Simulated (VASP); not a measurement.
The system is Si.

```xyz
8
Lattice="-3.3180 3.3180 3.3180 3.3180 -3.3180 3.3180 3.3180 3.3180 -3.3180" Properties=species:S:1:pos:R:3 pbc="T T T"
Si    0.6656    0.6656    0.6656
Si   -0.6656    2.6524    0.6656
Si    0.6656   -0.6656    2.6524
Si    2.6524    0.6656   -0.6656
Si    2.6524    2.6524    2.6524
Si    0.6656    3.9836   -0.6656
Si   -0.6656    0.6656    3.9836
Si    3.9836   -0.6656    0.6656
```

- Program: VASP 6.6.1
- Task: relaxation of cell and atoms
- Functional: LDA
- Potentials or basis: VASP PAW LDA potentials, release 64 (Si)
- Cutoff: 600 eV
- k mesh: 4 × 4 × 4
- Occupations: fermi-dirac, width 0.05 eV
- Spin: no spin polarisation

At the start: pressure -2.1 GPa; volume 18.26 Å³/atom.

How do energy, volume and symmetry change on relaxing?

Over 4 steps the energy falls by 6.6 meV/atom and the volume is 17.70 Å³/atom (-3.1 %); space group Ia-3 (No. 206, to 0.05 Å).

Step by step:
| step | energy change (eV) | largest force (eV/Å) | pressure (GPa) | volume (Å³) |
| --- | --- | --- | --- | --- |
| 1 | 0.0000 | 0.2374 | -2.13 | 146.11 |
| 2 | -0.0409 | 0.2164 | 0.95 | 141.04 |
| 3 | -0.0414 | 0.2185 | 0.64 | 141.51 |
| 4 | -0.0527 | 0.0070 | 0.00 | 141.62 |

Final structure:
```xyz
8
Lattice="-3.2836 3.2836 3.2836 3.2836 -3.2836 3.2836 3.2836 3.2836 -3.2836" Properties=species:S:1:pos:R:3 pbc="T T T"
Si    0.6723    0.6723    0.6723
Si   -0.6723    2.6113    0.6723
Si    0.6723   -0.6723    2.6113
Si    2.6113    0.6723   -0.6723
Si    2.6113    2.6113    2.6113
Si    0.6723    3.9560   -0.6723
Si   -0.6723    0.6723    3.9560
Si    3.9560   -0.6723    0.6723
```
